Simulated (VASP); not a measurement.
Here is a VASP 6.6.1 calculation.

Contents of INCAR:

```
PREC = Accurate
ENCUT = 520
EDIFF = 1E-6
ISMEAR = 0
SIGMA = 0.05
LREAL = Auto
LASPH = T
NELM = 100
ALGO = Normal
ISIF = 2
LWAVE = F
LCHARG = F
GGA = PE
NBANDS = 100
LUSENCCL = F
```

KPOINTS

```
Automatic mesh
0
Gamma
  1 1 5
```

The input POSCAR:

```
Zn9H4S9
1.0
   27.2000000000      0.0000000000      0.0000000000
    0.0000000000      9.3000000000      0.0000000000
    0.0000000000      0.0000000000      6.7309005008
Zn S H
9 9 4
Direct
    0.7143062803      0.5000000000      0.3333333333
    0.7857417071      0.5000000000      0.8333333333
    0.5714354268      0.5000000000      0.3333333333
    0.6428708535      0.5000000000      0.8333333333
    0.4285645732      0.5000000000      0.3333333333
    0.5000000000      0.5000000000      0.8333333333
    0.2856937197      0.5000000000      0.3333333333
    0.3571291465      0.5000000000      0.8333333333
    0.2142582929      0.5000000000      0.8333333333
    0.7857417071      0.5000000000      0.1666666667
    0.6428708535      0.5000000000      0.1666666667
    0.7143062803      0.5000000000      0.6666666667
    0.5000000000      0.5000000000      0.1666666667
    0.5714354268      0.5000000000      0.6666666667
    0.3571291465      0.5000000000      0.1666666667
    0.4285645732      0.5000000000      0.6666666667
    0.2142582929      0.5000000000      0.1666666667
    0.2856937197      0.5000000000      0.6666666667
    0.8350924194      0.5000000000      0.7181927218
    0.1649075806      0.5000000000      0.7181927218
    0.8287245856      0.5000000000      0.2669504251
    0.1712754144      0.5000000000      0.2669504251
```

Potentials or basis: VASP PAW PBE potentials, release 64 (Zn, S, H).

Run with:

```sh
$ cat potpaw_PBE.64/Zn/POTCAR potpaw_PBE.64/S/POTCAR potpaw_PBE.64/H/POTCAR > POTCAR
$ mpirun -np 1 vasp_std > vasp.out
```

Estimate the largest force.

1.009 eV/Å.

Estimate the band gap on the k mesh.

2.75 eV.

Forces on the atoms (eV/Å):
```
Zn  -0.060  0.000  0.425
Zn   0.734  0.000 -0.692
Zn  -0.029  0.000  0.078
Zn   0.063  0.000 -0.165
Zn   0.029  0.000  0.078
Zn   0.000  0.000 -0.052
Zn   0.060  0.000  0.425
Zn  -0.063  0.000 -0.165
Zn  -0.734  0.000 -0.692
S   -0.419  0.000  0.108
S    0.178  0.000 -0.010
S   -0.334  0.000  0.285
S    0.000  0.000 -0.013
S   -0.053  0.000  0.014
S   -0.178  0.000 -0.010
S    0.053  0.000  0.014
S    0.419  0.000  0.108
S    0.334  0.000  0.285
H    0.088  0.000 -0.027
H   -0.088  0.000 -0.027
H   -0.142  0.000  0.017
H    0.142  0.000  0.017
```
